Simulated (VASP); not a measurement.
# MnO (Fm-3m) in VASP: notebook

The runs below take MnO through single point, with PBE+U.

Everything below comes from runs of VASP 6.6.1. Logs are shortened: lines on timing, memory, paths and dates and some standing lists are left out, and cuts for length are marked.

## (1) The cell of the first run

Symmetry: Fm-3m, No. 225, cubic system. Conventional cell: a = 4.536 Å, b = 4.536 Å, c = 4.536 Å, α = 90.00°, β = 90.00°, γ = 90.00°. Within 3.0 Å of Mn (site symmetry m-3m) lie 6 O at 2.27 Å. Within 3.0 Å of O (site symmetry m-3m) lie 6 Mn at 2.27 Å.

## (2) Single point, PBE+U, collinear spin, ferromagnetic start (11.67 Å³/atom)

Input file INCAR:

```
SYSTEM = MnO
PREC = Accurate
ENCUT = 600
EDIFF = 1E-6
ISMEAR = 0
SIGMA = 0.05
LREAL = .FALSE.
LASPH = .TRUE.
NELM = 200
ALGO = Normal
ISIF = 2
LWAVE = .FALSE.
LCHARG = .TRUE.
ISPIN = 2
MAGMOM = 4.76 0.18
LORBIT = 11
LMAXMIX = 4
LDAU = .TRUE.
LDAUTYPE = 2
LDAUL = 2 -1
LDAUU = 3.9 0
LDAUJ = 0 0
LDAUPRINT = 1
GGA = PE
LELF = .TRUE.
LVHAR = .TRUE.
NBANDS = 22
GGA_COMPAT = .FALSE.
```

Input file KPOINTS:

```
regular mesh
0
G
  12 12 12
  0 0 0
```

Input file POSCAR:

```
MnO
1.0
    0.0000000000      2.2680518477      2.2680518477
    2.2680518477      0.0000000000      2.2680518477
    2.2680518477      2.2680518477      0.0000000000
Mn O
1 1
Direct
    0.0000000000      0.0000000000      0.0000000000
    0.5000000000      0.5000000000      0.5000000000
```

Potentials or basis: VASP PAW PBE potentials, release 64 (Mn_sv, O).

Launch:

```bash
$ cat potpaw_PBE.64/Mn_sv/POTCAR potpaw_PBE.64/O/POTCAR > POTCAR
$ mpirun -np 1 vasp_std > vasp.out
```

OUTCAR:

```text
SYSTEM = MnO
   PREC = Accurate
   ENCUT = 600
   EDIFF = 1E-6
   ISMEAR = 0
   LREAL = .FALSE.
   LASPH = .TRUE.
   NELM = 200
   ISIF = 2
   ISPIN = 2
   LORBIT = 11
   GGA = PE

 ion  position               nearest neighbor table
   1  0.000  0.000  0.000-   2 2.27   2 2.27   2 2.27   2 2.27   2 2.27   2 2.27
   2  0.500  0.500  0.500-   1 2.27   1 2.27   1 2.27   1 2.27   1 2.27   1 2.27

  LATTYP: Found a face centered cubic cell.
 ALAT       =     4.5361036954

  Lattice vectors:

 A1 = (   0.0000000000,   2.2680518477,   2.2680518477)
 A2 = (   2.2680518477,   0.0000000000,   2.2680518477)
 A3 = (   2.2680518477,   2.2680518477,   0.0000000000)

Analysis of symmetry for initial positions (statically):
=====================================================================
 Subroutine PRICEL returns:
 Original cell was already a primitive cell.

 Routine SETGRP: Setting up the symmetry group for a
 face centered cubic supercell.

 Subroutine GETGRP returns: Found 48 space group operations
 (whereof 48 operations were pure point group operations)
 out of a pool of 48 trial point group operations.

The static configuration has the point symmetry O_h .

Analysis of symmetry for dynamics (positions and initial velocities):
=====================================================================
 Subroutine PRICEL returns:
 Original cell was already a primitive cell.

 Routine SETGRP: Setting up the symmetry group for a
 face centered cubic supercell.

 Subroutine GETGRP returns: Found 48 space group operations
 (whereof 48 operations were pure point group operations)
 out of a pool of 48 trial point group operations.

The dynamic configuration has the point symmetry O_h .

Analysis of structural, dynamic, and magnetic symmetry:
=====================================================================
 Subroutine PRICEL returns:
 Original cell was already a primitive cell.

 Routine SETGRP: Setting up the symmetry group for a
 face centered cubic supercell.

 Subroutine GETGRP returns: Found 48 space group operations
 (whereof 48 operations were pure point group operations)
 out of a pool of 48 trial point group operations.

The overall configuration has the point symmetry O_h .

 Subroutine INISYM returns: Found 48 space group operations
 (whereof 48 operations are pure point group operations),
 and found     1 'primitive' translations

----------------------------------------------------------------------------------------

                                     Primitive cell

  volume of cell :      23.3340

  direct lattice vectors                    reciprocal lattice vectors
     0.000000000  2.268051848  2.268051848    -0.220453514  0.220453514  0.220453514
     2.268051848  0.000000000  2.268051848     0.220453514 -0.220453514  0.220453514
     2.268051848  2.268051848  0.000000000     0.220453514  0.220453514 -0.220453514

  length of vectors
     3.207509683  3.207509683  3.207509683     0.381836687  0.381836687  0.381836687

  position of ions in fractional coordinates (direct lattice)
     0.000000000  0.000000000  0.000000000
     0.500000000  0.500000000  0.500000000

  ion indices of the primitive-cell ions
   primitive index   ion index
                 1           1
                 2           2

----------------------------------------------------------------------------------------

 KPOINTS: regular mesh

Automatic generation of k-mesh.
 Grid dimensions read from file:
 generate k-points for:   12   12   12

 Generating k-lattice:

  Cartesian coordinates                     Fractional coordinates (reciprocal lattice)
    -0.018371126  0.018371126  0.018371126     0.083333333  0.000000000  0.000000000
     0.018371126 -0.018371126  0.018371126     0.000000000  0.083333333  0.000000000
     0.018371126  0.018371126 -0.018371126     0.000000000  0.000000000  0.083333333

  Length of vectors
     0.031819724  0.031819724  0.031819724

  Shift w.r.t. Gamma in fractional coordinates (k-lattice)
     0.000000000  0.000000000  0.000000000

 Subroutine IBZKPT returns following result:
 ===========================================

 Found     72 irreducible k-points:

 Following reciprocal coordinates:
            Coordinates               Weight
  0.000000  0.000000  0.000000      1.000000
  0.083333  0.000000  0.000000      8.000000
  0.166667  0.000000  0.000000      8.000000
  0.250000  0.000000  0.000000      8.000000
  0.333333  0.000000  0.000000      8.000000
  0.416667  0.000000  0.000000      8.000000
[... 16 lines left out ...]
  0.500000  0.166667  0.000000     24.000000
 -0.416667  0.166667  0.000000     24.000000
 [... further k-points ...]
   k-points           NKPTS =     72   k-points in BZ     NKDIM =     72   number of bands    NBANDS=     22
   number of dos      NEDOS =    301   number of ions     NIONS =      2
   total plane-waves  NPLWV =  21952
   dimension x,y,z NGX =    28 NGY =   28 NGZ =   28
   dimension x,y,z NGXF=    56 NGYF=   56 NGZF=   56
   ions per type =               1   1
   NGX,Y,Z   is equivalent  to a cutoff of  14.51, 14.51, 14.51 a.u.
   NGXF,Y,Z  is equivalent  to a cutoff of  29.02, 29.02, 29.02 a.u.
 SYSTEM =  MnO
   PREC   = accura    normal or accurate (medium, high low for compatibility)
   ISTART =      0    job   : 0-new  1-cont  2-samecut
   ICHARG =      2    charge: 1-file 2-atom 10-const
   ISPIN  =      2    spin polarized calculation?
   LNONCOLLINEAR =      F non collinear calculations
   LSORBIT =      F    spin-orbit coupling
   LASPH  =      T    aspherical Exc in radial PAW
   ENCUT  =  600.0 eV  44.10 Ry    6.64 a.u.   6.41  6.41  6.41*2*pi/ulx,y,z
   NELM   =    200;   NELMIN=  2; NELMDL= -5     # of ELM steps
   EDIFF  = 0.1E-05   stopping-criterion for ELM
   LREAL  =      F    real-space projection
   EDIFFG = 0.1E-04   stopping-criterion for IOM
   NSW    =      0    number of steps for IOM
   IBRION =     -1    ionic relax: 0-MD 1-quasi-New 2-CG
   NFREE  =      0    steps in history (QN), initial steepest desc. (CG)
   ISIF   =      2    stress and relaxation
   ISYM   =      2    0-nonsym 1-usesym 2-fastsym
   POTIM  = 0.5000    time-step for ionic-motion
   TEBEG  =    0.0;   TEEND  =   0.0 temperature during run
   PSTRESS=    0.0 pullay stress
   NELECT =      21.0000    total number of electrons
   NUPDOWN=      -1.0000    fix difference up-down
   EMIN   =  10.00;   EMAX   =-10.00  energy-range for DOS
   EFERMI =   0.00;   METHOD = LEGACY
   ISMEAR =     0;   SIGMA  =   0.05  broadening in eV -4-tet -1-fermi 0-gaus
   EFERMI_NEDOS =   21; number of points for ismear=-14 and -15
   IALGO  =     38    algorithm
   IMIX   =      4    mixing-type and parameters
     AMIX     =   0.40;   BMIX     =  1.00
     AMIX_MAG =   1.60;   BMIX_MAG =  1.00
  volume/ion in A,a.u.               =      11.67        78.73
  Fermi-wavevector in a.u.,A,eV,Ry     =   1.580587  2.986876 33.990808  2.498254
  Thomas-Fermi vector in A             =   2.680792
   LORBIT       =     11    0 simple, 1 ext, 2 COOP (PROOUT), +10 PAW based schemes
 LDA+U is selected, type is set to LDAUTYPE =  2
   angular momentum for each species LDAUL =     2   -1
   U (eV)           for each species LDAUU =   3.9  0.0
   J (eV)           for each species LDAUJ =   0.0  0.0
   GGA     = PE    functional components
   LHFCALC =     F    Hartree Fock is set to
   AEXX    =    0.0000 exact exchange contribution
   IVDW    =     0    specifies the selected vdW correction
   LEPSILON=     F    determine dielectric tensor
   LRPA    =     F    only Hartree local field effects (RPA)
 spin polarized calculation
 Gauss-broadening in eV      SIGMA  =   0.05
  energy-cutoff  :      600.00
  volume of cell :       23.33
 maximum number of plane-waves:       794
 NGX is ok and might be reduce to    28
   NGX = 13   NGY = 13   NGZ = 13

atom =   1  type =  1  l = 2

 onsite density matrix

spin component  1

  0.9115 -0.0000 -0.0000  0.0000 -0.0000
 -0.0000  0.9115 -0.0000 -0.0000  0.0000
 -0.0000 -0.0000  0.9410  0.0000 -0.0000
  0.0000 -0.0000  0.0000  0.9115  0.0000
 -0.0000  0.0000 -0.0000  0.0000  0.9410

spin component  2

  0.0127 -0.0000 -0.0000  0.0000 -0.0000
 -0.0000  0.0127 -0.0000  0.0000 -0.0000
 -0.0000 -0.0000  0.0485 -0.0000  0.0000
  0.0000  0.0000 -0.0000  0.0127  0.0000
 -0.0000 -0.0000  0.0000  0.0000  0.0485

 occupancies and eigenvectors

  o =  0.0127  v =  0.0000  0.0000  0.0000  0.0000  0.0000  0.0026  0.9999 -0.0000 -0.0104  0.0000      0.0000  0.0000  0.0000  0.0000  0.0000  0.0000  0.0000  0.0000  0.0000  0.0000
  o =  0.0127  v =  0.0000  0.0000  0.0000  0.0000  0.0000  1.0000 -0.0027  0.0000 -0.0087  0.0000      0.0000  0.0000  0.0000  0.0000  0.0000  0.0000  0.0000  0.0000  0.0000  0.0000
  o =  0.0127  v =  0.0000  0.0000  0.0000  0.0000  0.0000 -0.0087 -0.0104 -0.0000 -0.9999  0.0000      0.0000  0.0000  0.0000  0.0000  0.0000  0.0000  0.0000  0.0000  0.0000  0.0000
  o =  0.0485  v =  0.0000  0.0000  0.0000  0.0000  0.0000  0.0000 -0.0000 -0.9999  0.0000  0.0171      0.0000  0.0000  0.0000  0.0000  0.0000  0.0000  0.0000  0.0000  0.0000  0.0000
  o =  0.0485  v =  0.0000  0.0000  0.0000  0.0000  0.0000 -0.0000 -0.0000  0.0171  0.0000  0.9999      0.0000  0.0000  0.0000  0.0000  0.0000  0.0000  0.0000  0.0000  0.0000  0.0000
  o =  0.9115  v =  0.0000  0.0222  0.0000  0.9998 -0.0000  0.0000  0.0000  0.0000  0.0000  0.0000      0.0000  0.0000  0.0000  0.0000  0.0000  0.0000  0.0000  0.0000  0.0000  0.0000
  o =  0.9115  v =  1.0000  0.0000  0.0000  0.0000  0.0000  0.0000  0.0000  0.0000  0.0000  0.0000      0.0000  0.0000  0.0000  0.0000  0.0000  0.0000  0.0000  0.0000  0.0000  0.0000
  o =  0.9115  v =  0.0000 -0.9998 -0.0000  0.0222 -0.0000  0.0000  0.0000  0.0000  0.0000  0.0000      0.0000  0.0000  0.0000  0.0000  0.0000  0.0000  0.0000  0.0000  0.0000  0.0000
  o =  0.9410  v =  0.0000 -0.0000  0.9991 -0.0000  0.0414  0.0000  0.0000  0.0000  0.0000  0.0000      0.0000  0.0000  0.0000  0.0000  0.0000  0.0000  0.0000  0.0000  0.0000  0.0000
  o =  0.9410  v =  0.0000 -0.0000 -0.0414  0.0000  0.9991  0.0000  0.0000  0.0000  0.0000  0.0000      0.0000  0.0000  0.0000  0.0000  0.0000  0.0000  0.0000  0.0000  0.0000  0.0000

 number of electron      20.9999999 magnetization       4.9999999

 Free energy of the ion-electron system (eV)
  ---------------------------------------------------
  ext. energy  EPLUGINS =         0.00000000
  ---------------------------------------------------
  free energy    TOTEN  =       -15.32989668 eV

  energy without entropy =      -15.32986269  energy(sigma->0) =      -15.32987968

 E-fermi :   7.7878     XC(G=0): -11.5179

 val. band max:        7.7843427072   @ k =   0.0000   0.0000   0.0000
 cond. band min:       8.3268338678   @ k =   0.0833   0.0000   0.0000
 fundamental gap:      0.5424911606
 Fermi energy:         7.7877744736

 spin component 1

 k-point     1 :       0.0000    0.0000    0.0000
  band No.  band energies     occupation
      1     -73.2099      1.00000
      2     -41.9515      1.00000
      3     -41.9515      1.00000
      4     -41.9515      1.00000
      5     -11.0890      1.00000
      6       3.8785      1.00000
[... 574 lines left out ...]
      6       0.9489      1.00000
[... 14 lines left out ...]
     21      32.1243      0.00000
     22      33.1907      0.00000

 [... further k-points ...]

 spin component 2

 k-point     1 :       0.0000    0.0000    0.0000
  band No.  band energies     occupation
      1     -68.1503      1.00000
      2     -36.9727      1.00000
      3     -36.9727      1.00000
      4     -36.9727      1.00000
      5     -10.7375      1.00000
      6       5.5133      1.00000
[... 574 lines left out ...]
      6       2.1158      1.00000
[... 14 lines left out ...]
     21      32.9903      0.00000
     22      34.6712      0.00000

 [... further k-points ...]

------------------------ aborting loop because EDIFF is reached ----------------------------------------

  FORCE on cell =-STRESS in cart. coord.  units (eV):
  Direction    XX          YY          ZZ          XY          YZ          ZX
  --------------------------------------------------------------------------------------
  -------------------------------------------------------------------------------------
  Total       -0.6038790     -0.6038790     -0.6038790     -0.0000000      0.0000000      0.0000000
  in kB      -41.4640358    -41.4640358    -41.4640358     -0.0000000      0.0000000      0.0000000
  external PRESSURE =     -41.4640358 kB  Pullay stress =       0.0000000 kB

 VOLUME and BASIS-vectors are now :
 -----------------------------------------------------------------------------
  energy-cutoff  :      600.00
  volume of cell :       23.33
      direct lattice vectors                 reciprocal lattice vectors
     0.000000000  2.268051848  2.268051848    -0.220453514  0.220453514  0.220453514
     2.268051848  0.000000000  2.268051848     0.220453514 -0.220453514  0.220453514
     2.268051848  2.268051848  0.000000000     0.220453514  0.220453514 -0.220453514

 POSITION                                       TOTAL-FORCE (eV/Angst)
 -----------------------------------------------------------------------------------
      0.00000      0.00000      0.00000         0.000000      0.000000      0.000000
      2.26805      2.26805      2.26805         0.000000      0.000000     -0.000000
 -----------------------------------------------------------------------------------
    total drift:                                0.000000      0.000000      0.000000

  FREE ENERGIE OF THE ION-ELECTRON SYSTEM (eV)
  ---------------------------------------------------
  free  energy   TOTEN  =       -15.3298966792 eV

  energy  without entropy=      -15.3298626857  energy(sigma->0) =      -15.32987968

 total charge

# of ion       s       p       d       tot
------------------------------------------
    1        2.110   6.007   4.729  12.847
    2        1.551   3.426   0.000   4.978
--------------------------------------------------
tot          3.662   9.433   4.729  17.824

 magnetization (x)

# of ion       s       p       d       tot
------------------------------------------
    1        0.023   0.015   4.464   4.501
    2        0.023   0.130   0.000   0.153
--------------------------------------------------
tot          0.046   0.145   4.464   4.655
```

Wall time 68 s (1 thread of Intel Xeon 6975P-C (Granite Rapids), shared host); peak memory 0.21 GiB.

What came out:

```
Free energy                                           : -15.3299 eV
Pressure                                              : -4.1 GPa
Net moment                                            : 5.00 μB per cell
Site moments                                          : Mn +4.50; O +0.15 μB
Valence electrons inside the program's atomic spheres : Mn 12.85; O 4.98
```

Eigenvalues of the final occupation matrices:
```tsv
site	spin	trace	eigenvalues
site 1 d	1	4.62	0.91 0.91 0.91 0.94 0.94
site 1 d	2	0.14	0.01 0.01 0.01 0.05 0.05
```

Caveat: the cell stands under tension; a cell with one magnetic atom can't hold antiferromagnetic order, which such compounds often take. The state reached can hang on the start; a lower one may exist.

## (3) Single point, PBE+U, collinear spin, ferromagnetic start (11.64 Å³/atom)

This run uses another cell than the first one, of 11.64 Å³/atom.

Input file INCAR:

```
SYSTEM = MnO
PREC = Accurate ; ENCUT = 600
EDIFF = 1E-6 ; ISMEAR = 0
SIGMA = 0.05 ; LREAL = .False.
LASPH = .True. ; NELM = 200
ALGO = Normal ; ISIF = 2
LWAVE = .False. ; LCHARG = .True.
ISPIN = 2 ; MAGMOM = 4.76 0.18
LORBIT = 11 ; LMAXMIX = 4
LDAU = .True. ; LDAUTYPE = 2
LDAUL = 2 -1 ; LDAUU = 3.9 0
LDAUJ = 0 0 ; LDAUPRINT = 1
GGA = PE ; LELF = .True.
LVHAR = .True. ; NBANDS = 22
GGA_COMPAT = .False.
```

Input file KPOINTS:

```
regular mesh
0
Gamma
  12 12 12
  0 0 0
```

Input file POSCAR:

```
MnO
1.0
    0.0000000000      2.2664522272      2.2664522272
    2.2664522272      0.0000000000      2.2664522272
    2.2664522272      2.2664522272      0.0000000000
Mn O
1 1
Direct
    0.0000000000      0.0000000000      0.0000000000
    0.5000000000      0.5000000000      0.5000000000
```

Potentials or basis: VASP PAW PBE potentials, release 64 (Mn_sv, O).

Launch:

```bash
$ cat potpaw_PBE.64/Mn_sv/POTCAR potpaw_PBE.64/O/POTCAR > POTCAR
$ mpirun -np 1 vasp_std > vasp.out
```

Wall time 2.3 min (1 thread of Intel Xeon Platinum 8259CL at 2.50GHz (Skylake/Cascade Lake), shared host); peak memory 0.21 GiB.

The run converged. Its results:

```yaml
Free_energy: -15.3305 eV
Pressure: -3.9 GPa
Net_moment: 5.00 μB per cell
Site_moments: Mn +4.50; O +0.15 μB
Valence_electrons_inside_the_program's_atomic_spheres: Mn 12.85; O 4.98
```

Levels at points of the mesh, in eV from the Fermi level:
Spin up:
| k point | band 11 | band 12 | band 13 | band 14 | band 15 | band 16 |
| --- | --- | --- | --- | --- | --- | --- |
| (0.00, 0.00, 0.00) | -2.58 | -2.58 | -2.58 | 0.00 | 14.49 | 16.02 |
| (0.50, 0.00, 0.00) | -2.46 | -0.06 | -0.06 | 4.07 | 8.02 | 12.15 |
| (0.50, 0.50, 0.00) | -3.00 | -3.00 | -2.93 | 5.28 | 8.33 | 10.27 |
Spin down:
```tsv
k point	band 4	band 5	band 6	band 7	band 8	band 9	band 10	band 11	band 12	band 13
(0.00, 0.00, 0.00)	-44.76	-18.55	-2.29	-2.29	-2.29	1.32	3.19	3.19	3.19	3.81
(0.50, 0.00, 0.00)	-44.77	-17.70	-6.06	-3.43	-3.43	4.20	4.51	4.51	5.10	5.80
(0.50, 0.50, 0.00)	-44.79	-17.68	-5.25	-3.23	-3.23	1.38	4.38	4.44	5.01	5.01
```

Eigenvalues of the final occupation matrices:
```csv
site,spin,trace,eigenvalues
site 1 d,1,4.62,0.91 0.91 0.91 0.94 0.94
site 1 d,2,0.14,0.01 0.01 0.01 0.05 0.05
```

Caveat: the cell stands under tension; a cell with one magnetic atom can't hold antiferromagnetic order, which such compounds often take. The state reached can hang on the start; a lower one may exist.
